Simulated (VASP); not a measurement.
# Pd (Fm-3m) in VASP: notebook

Pd is run at these levels: LDA; tasks: single point, relaxation of cell and atoms.

Everything below comes from runs of VASP 6.6.1. Logs are shortened: lines on timing, memory, paths and dates and some standing lists are left out, and cuts for length are marked.

## Step 1: The cell of the first run

Symmetry: Fm-3m, No. 225, cubic system. Conventional cell: a = 3.839 Å, b = 3.839 Å, c = 3.839 Å, α = 90.00°, β = 90.00°, γ = 90.00°. Within 3.6 Å of Pd (site symmetry m-3m) lie 12 Pd at 2.71 Å.

## Step 2: Single point, LDA

Input file INCAR:

```
SYSTEM = Pd
  PREC = Accurate
  ENCUT = 520
  EDIFF = 1E-6
  ISMEAR = 0
  SIGMA = 0.1
  LREAL = .False.
  LASPH = .True.
  NELM = 100
  ALGO = Normal
  ISIF = 2
  LWAVE = .False.
  LCHARG = .True.
  GGA = CA
  LELF = .True.
  LVHAR = .True.
  NBANDS = 11
```

Input file KPOINTS:

```
Automatic mesh
0
Gamma
  26 26 26
  0 0 0
```

Input file POSCAR:

```
Pd
1.0
    0.0000000000      1.9193557134      1.9193557134
    1.9193557134      0.0000000000      1.9193557134
    1.9193557134      1.9193557134      0.0000000000
Pd
1
Direct
    0.0000000000      0.0000000000      0.0000000000
```

Potentials or basis: VASP PAW LDA potentials, release 64 (Pd).

The run is started by

```bash
$ cat potpaw_LDA.64/Pd/POTCAR > POTCAR
$ mpirun -np 1 vasp_std > vasp.out
```

OUTCAR:

```text
SYSTEM = Pd
   PREC = Accurate
   ENCUT = 520
   EDIFF = 1E-6
   ISMEAR = 0
   LREAL = .False.
   LASPH = .True.
   NELM = 100
   ISIF = 2
   GGA = CA

 ion  position               nearest neighbor table
   1  0.000  0.000  0.000-

  LATTYP: Found a face centered cubic cell.
 ALAT       =     3.8387114268

  Lattice vectors:

 A1 = (   0.0000000000,   1.9193557134,   1.9193557134)
 A2 = (   1.9193557134,   0.0000000000,   1.9193557134)
 A3 = (   1.9193557134,   1.9193557134,   0.0000000000)

Analysis of symmetry for initial positions (statically):
=====================================================================
 Subroutine PRICEL returns:
 Original cell was already a primitive cell.

 Routine SETGRP: Setting up the symmetry group for a
 face centered cubic supercell.

 Subroutine GETGRP returns: Found 48 space group operations
 (whereof 48 operations were pure point group operations)
 out of a pool of 48 trial point group operations.

The static configuration has the point symmetry O_h .

Analysis of symmetry for dynamics (positions and initial velocities):
=====================================================================
 Subroutine PRICEL returns:
 Original cell was already a primitive cell.

 Routine SETGRP: Setting up the symmetry group for a
 face centered cubic supercell.

 Subroutine GETGRP returns: Found 48 space group operations
 (whereof 48 operations were pure point group operations)
 out of a pool of 48 trial point group operations.

The dynamic configuration has the point symmetry O_h .

 Subroutine INISYM returns: Found 48 space group operations
 (whereof 48 operations are pure point group operations),
 and found     1 'primitive' translations

----------------------------------------------------------------------------------------

                                     Primitive cell

  volume of cell :      14.1415

  direct lattice vectors                    reciprocal lattice vectors
     0.000000000  1.919355713  1.919355713    -0.260504083  0.260504083  0.260504083
     1.919355713  0.000000000  1.919355713     0.260504083 -0.260504083  0.260504083
     1.919355713  1.919355713  0.000000000     0.260504083  0.260504083 -0.260504083

  length of vectors
     2.714378881  2.714378881  2.714378881     0.451206307  0.451206307  0.451206307

  position of ions in fractional coordinates (direct lattice)
     0.000000000  0.000000000  0.000000000

  ion indices of the primitive-cell ions
[... 80 lines left out ...]
   ISIF   =      2    stress and relaxation
   ISYM   =      2    0-nonsym 1-usesym 2-fastsym
   POTIM  = 0.5000    time-step for ionic-motion
   TEBEG  =    0.0;   TEEND  =   0.0 temperature during run
   PSTRESS=    0.0 pullay stress
   NELECT =      10.0000    total number of electrons
   NUPDOWN=      -1.0000    fix difference up-down
   EMIN   =  10.00;   EMAX   =-10.00  energy-range for DOS
   EFERMI =   0.00;   METHOD = LEGACY
   ISMEAR =     0;   SIGMA  =   0.10  broadening in eV -4-tet -1-fermi 0-gaus
   EFERMI_NEDOS =   21; number of points for ismear=-14 and -15
   IALGO  =     38    algorithm
   IMIX   =      4    mixing-type and parameters
     AMIX     =   0.40;   BMIX     =  1.00
     AMIX_MAG =   1.60;   BMIX_MAG =  1.00
  volume/ion in A,a.u.               =      14.14        95.43
  Fermi-wavevector in a.u.,A,eV,Ry     =   1.458510  2.756184 28.943006  2.127251
  Thomas-Fermi vector in A             =   2.575186
   LORBIT       =      0    0 simple, 1 ext, 2 COOP (PROOUT), +10 PAW based schemes
   GGA     = CA    functional components
   LHFCALC =     F    Hartree Fock is set to
   AEXX    =    0.0000 exact exchange contribution
   IVDW    =     0    specifies the selected vdW correction
   LEPSILON=     F    determine dielectric tensor
   LRPA    =     F    only Hartree local field effects (RPA)
 non-spin polarized calculation
 Gauss-broadening in eV      SIGMA  =   0.10
  energy-cutoff  :      520.00
  volume of cell :       14.14
 maximum number of plane-waves:       392
   NGX =  9   NGY =  9   NGZ =  9

 number of electron      10.0000005 magnetization

 Free energy of the ion-electron system (eV)
  ---------------------------------------------------
  ext. energy  EPLUGINS =         0.00000000
  ---------------------------------------------------
  free energy    TOTEN  =        -6.50087891 eV

  energy without entropy =       -6.48948522  energy(sigma->0) =       -6.49518206

 E-fermi :  10.3289     XC(G=0): -13.7766

 val. band max:       10.3270328349   @ k =   0.5000   0.1923   0.0385
 cond. band min:      10.3292608322   @ k =   0.4615   0.3846   0.0385
 fundamental gap:      0.0022279972
 Fermi energy:        10.3288764973

 k-point     1 :       0.0000    0.0000    0.0000
  band No.  band energies     occupation
      1       2.7621      2.00000
      2       7.2584      2.00000
      3       7.2584      2.00000
      4       7.2584      2.00000
      5       9.0219      2.00000
      6       9.0219      2.00000
      7      27.4695      0.00000
      8      32.4335      0.00000
      9      32.4335      0.00000
     10      32.4335      0.00000
     11      35.9415      0.00000
[... 309 lines left out ...]
 k-point    24 :       0.3846    0.0385    0.0000
  band No.  band energies     occupation
      1       4.7718      2.00000
      2       7.3163      2.00000
      3       7.3976      2.00000
      4       8.8804      2.00000
      5      10.0141      1.99999
      6      10.1153      1.99747
      7      20.7363      0.00000
      8      27.5139      0.00000
      9      32.1579      0.00000
     10      33.0454      0.00000
     11      35.9644      0.00000

 [... further k-points ...]

------------------------ aborting loop because EDIFF is reached ----------------------------------------

  FORCE on cell =-STRESS in cart. coord.  units (eV):
  Direction    XX          YY          ZZ          XY          YZ          ZX
  --------------------------------------------------------------------------------------
  -------------------------------------------------------------------------------------
  Total        0.0287605      0.0287605      0.0287605      0.0000000      0.0000000     -0.0000000
  in kB        3.2584491      3.2584491      3.2584491      0.0000000      0.0000000     -0.0000000
  external PRESSURE =       3.2584491 kB  Pullay stress =       0.0000000 kB

 VOLUME and BASIS-vectors are now :
 -----------------------------------------------------------------------------
  energy-cutoff  :      520.00
  volume of cell :       14.14
      direct lattice vectors                 reciprocal lattice vectors
     0.000000000  1.919355713  1.919355713    -0.260504083  0.260504083  0.260504083
     1.919355713  0.000000000  1.919355713     0.260504083 -0.260504083  0.260504083
     1.919355713  1.919355713  0.000000000     0.260504083  0.260504083 -0.260504083

 POSITION                                       TOTAL-FORCE (eV/Angst)
 -----------------------------------------------------------------------------------
      0.00000      0.00000      0.00000        -0.000000      0.000000      0.000000
 -----------------------------------------------------------------------------------
    total drift:                                0.000000      0.000000      0.000000

  FREE ENERGIE OF THE ION-ELECTRON SYSTEM (eV)
  ---------------------------------------------------
  free  energy   TOTEN  =        -6.5008789055 eV

  energy  without entropy=       -6.4894852163  energy(sigma->0) =       -6.49518206
```

Wall time 27 s (1 thread of Intel Xeon 6975P-C (Granite Rapids), shared host); peak memory 0.18 GiB.

Results:

```yaml
Free_energy: -6.5009 eV
Pressure: 0.3 GPa
Band_gap_on_the_k_mesh: zero (band 5 reaches 10.65 eV, above the bottom of band 6 at 8.94 eV)
```

## Step 3: Single point, LDA

This run uses another cell than the first one, of 14.19 Å³/atom, 1.004 times its volume.

Input file INCAR:

```
SYSTEM = Pd
PREC = Accurate
ENCUT = 520
EDIFF = 1E-6
ISMEAR = -1
SIGMA = 0.15
LREAL = .FALSE.
LASPH = .TRUE.
NELM = 80
ALGO = Normal
ISIF = 2
LWAVE = .FALSE.
LCHARG = .FALSE.
NBANDS = 11
```

Input file KPOINTS:

```
Automatic mesh
0
G
  26 26 26
  0 0 0
```

Input file POSCAR:

```
Pd
1.0
    0.0000000000      1.9216325331      1.9216325331
    1.9216325331      0.0000000000      1.9216325331
    1.9216325331      1.9216325331      0.0000000000
Pd
1
Direct
    0.0000000000      0.0000000000      0.0000000000
```

Potentials or basis: VASP PAW LDA potentials, release 64 (Pd).

The run is started by

```bash
$ cat potpaw_LDA.64/Pd/POTCAR > POTCAR
$ mpirun -np 1 vasp_std > vasp.out
```

Wall time 30 s (1 thread of Intel Xeon 6975P-C (Granite Rapids), shared host); peak memory 0.18 GiB.

Results (log left out):

| Item | Value |
| --- | --- |
| Free energy | -6.5636 eV |
| Pressure | 0.3 GPa |
| Band gap on the k mesh | zero (band 5 reaches 10.59 eV, above the bottom of band 6 at 8.88 eV) |

Levels at points of the mesh, in eV from the Fermi level:
```
           k point  band 2  band 3  band 4  band 5  band 6  band 7  band 8  band 9
(0.00, 0.00, 0.00)   -3.11   -3.11   -3.11   -1.36   -1.36   17.08   22.02   22.02
(0.50, 0.00, 0.00)   -3.16   -3.16   -0.07   -0.07    0.80    7.51   16.46   21.24
(0.50, 0.50, 0.00)   -5.53   -0.09    0.26    0.26    3.19   11.07   13.22   13.22
```

## Step 4: Relaxation of cell and atoms, LDA

Input file INCAR:

```
PREC = Accurate ; ENCUT = 600
EDIFF = 1E-6 ; ISMEAR = -1
SIGMA = 0.15 ; LREAL = False
LASPH = True ; NELM = 60
ALGO = Fast ; ISIF = 3
LWAVE = False ; LCHARG = False
IBRION = 2 ; NSW = 80
EDIFFG = -0.001
```

Input file KPOINTS:

```
Automatic mesh
0
Gamma
  26 26 26
```

Input file POSCAR:

```
Pd
1.0
    0.0000000000      1.9193557134      1.9193557134
    1.9193557134      0.0000000000      1.9193557134
    1.9193557134      1.9193557134      0.0000000000
Pd
1
Direct
    0.0000000000      0.0000000000      0.0000000000
```

The run is started by

```bash
$ cat potpaw_LDA.64/Pd/POTCAR > POTCAR
$ mpirun -np 1 vasp_std > vasp.out
```

Run time: 64 s. Hardware: 1 thread of Intel Xeon 6975P-C (Granite Rapids), shared host; peak memory 0.21 GiB.

Results (log left out):

| Quantity | Value |
| --- | --- |
| Free energy | -6.5635 eV |
| Relaxed volume | 14.21 Å³/atom |
| Relaxed cell | a = 2.719 Å, b = 2.719 Å, c = 2.719 Å, α = 60.00°, β = 60.00°, γ = 60.00° |
| Space group after relaxing (to 0.05 Å) | Fm-3m (No. 225) |
| Energy gained by relaxing | 0.2 meV/atom |
| Ionic steps | 3 |
| Pressure after relaxing | 0.0 GPa |
| Band gap on the k mesh | zero (band 5 reaches 10.57 eV, above the bottom of band 6 at 8.87 eV) |

Step by step:
```csv
step,energy change (eV),largest force (eV/Å),pressure (GPa),volume (Å³)
1,0.0000,0.0000,1.11,14.14
2,0.0006,0.0000,-1.93,14.34
3,-0.0002,0.0000,0.00,14.21
```

Final structure:
```yaml
crystal:
  lattice:
    - [0.00000, 1.92234, 1.92234]
    - [1.92234, 0.00000, 1.92234]
    - [1.92234, 1.92234, 0.00000]
  atoms:
    - { symbol: Pd, position: [0.00000, 0.00000, 0.00000] }
```

Levels at points of the mesh, in eV from the Fermi level:
| k point | band 3 | band 4 | band 5 | band 6 | band 7 | band 8 |
| --- | --- | --- | --- | --- | --- | --- |
| (0.00, 0.00, 0.00) | -3.10 | -3.10 | -1.36 | -1.36 | 17.08 | 22.01 |
| (0.50, 0.00, 0.00) | -3.15 | -0.07 | -0.07 | 0.80 | 7.50 | 16.46 |
| (0.50, 0.50, 0.00) | -0.09 | 0.26 | 0.26 | 3.19 | 11.06 | 13.21 |

(Continued in part 2 of 2.)
